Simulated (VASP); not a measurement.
Wanted: the native input for a VASP 6.6.1 run.

```yaml
Task: single point
Functional: PBE
Potentials_or_basis: VASP PAW PBE potentials, release 64 (Rh_pv)
Cutoff: 520 eV
k_mesh: 9 × 7 × 25
Occupations: gaussian, width 0.1 eV
Spin: no spin polarisation
Dipole_correction: no
Further_INCAR_settings: ALGO = Fast; EDIFF = 1e-06; NBANDS = 22
```

The structure of Rh lies in POSCAR:

```
Rh
1.0
    3.8679403862      0.0000000110     -0.0001804878
    0.0000000155      5.4700937182      0.0006638721
   -1.9340326301      1.3676858258      1.3465615330
Rh
2
Direct
    0.0000000000      0.5000000000      0.0000000000
    0.0000000000      0.0000000000      0.0000000000
```

These files were run (other wordings do the same):

INCAR

```
SYSTEM = Rh
PREC = Accurate ; ENCUT = 520
EDIFF = 1E-6 ; ISMEAR = 0
SIGMA = 0.1 ; LREAL = .FALSE.
LASPH = .TRUE. ; NELM = 80
ALGO = Fast ; ISIF = 2
LWAVE = .FALSE. ; LCHARG = .FALSE.
GGA = PE ; NBANDS = 22
```

KPOINTS

```
regular mesh
0
G
  9 7 25
  0 0 0
```

Potentials or basis: VASP PAW PBE potentials, release 64 (Rh_pv).

Launch:

```sh
$ cat potpaw_PBE.64/Rh_pv/POTCAR > POTCAR
$ mpirun -np 1 vasp_std > vasp.out
```

Results of the run:

| Item | Value |
| --- | --- |
| Pressure | -3.4 GPa |
| Band gap on the k mesh | zero (bands 15 and 16 overlap by 1.98 eV) |

Caveat: the stress differs along the axes, from -5 to -0 GPa.

Run time: 8.8 min on 1 thread of Intel(R) Xeon(R) Platinum 8488C (Sapphire Rapids), on a shared host, peak memory 0.47 GiB.
